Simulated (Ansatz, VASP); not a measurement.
**VO2: VASP beside Ansatz**

```
CELL_PARAMETERS angstrom
4.47695 0.00000 0.00000
0.00000 4.47695 0.00000
0.00000 0.00000 3.02402
ATOMIC_POSITIONS crystal
V 0.50000 0.50000 0.50000
V 0.00000 0.00000 0.00000
O 0.20036 0.79964 0.50000
O 0.79964 0.20036 0.50000
O 0.70036 0.70036 0.00000
O 0.29964 0.29964 0.00000
```

Alike in both runs: task single point; functional SVWN5; k mesh 6 × 6 × 9; occupations fermi-dirac, width 0.05 eV; collinear spin.

|  | VASP | Ansatz |
| --- | --- | --- |
| version | VASP 6.6.1 | Ansatz 0.2.0 |
| potentials or method | VASP PAW PBE potentials, release 64 (V_sv, O) | Ansatz PAW |
| plane-wave cutoff (eV) | 600 | 420 |
| valence electrons in the cell | 50 | 50 |

VASP gave:

| Property | Result |
| --- | --- |
| gap on the k mesh at the Fermi level (eV) | none |
| pressure (GPa) | -18.7 |
| traceless stress, the component that is largest in VASP (GPa) | -14.13 |
| rms of the force components (eV/Å) | 0.149 |
| net moment per atom (μB) | 0.33 |
| size of the moment on the site where the two differ most (μB) | 1.01 |

Task: Which values does Ansatz return?

Result: gap on the k mesh at the Fermi level (eV): none; pressure (GPa): -19.2; traceless stress, the component that is largest in VASP (GPa): -14.15; rms of the force components (eV/Å): 0.146; net moment per atom (μB): 0.33; size of the moment on the site where the two differ most (μB): 0.82.

VASP's potentials were made for PBE, not for SVWN5. Site moments also hang on the region over which each program counts them. Atom by atom the forces differ by 0.002 eV/Å (rms over components). A gap of «none» marks a metal or a gap that the smearing closes.

Noted on Ansatz's run: Pulay correction over one GPa.
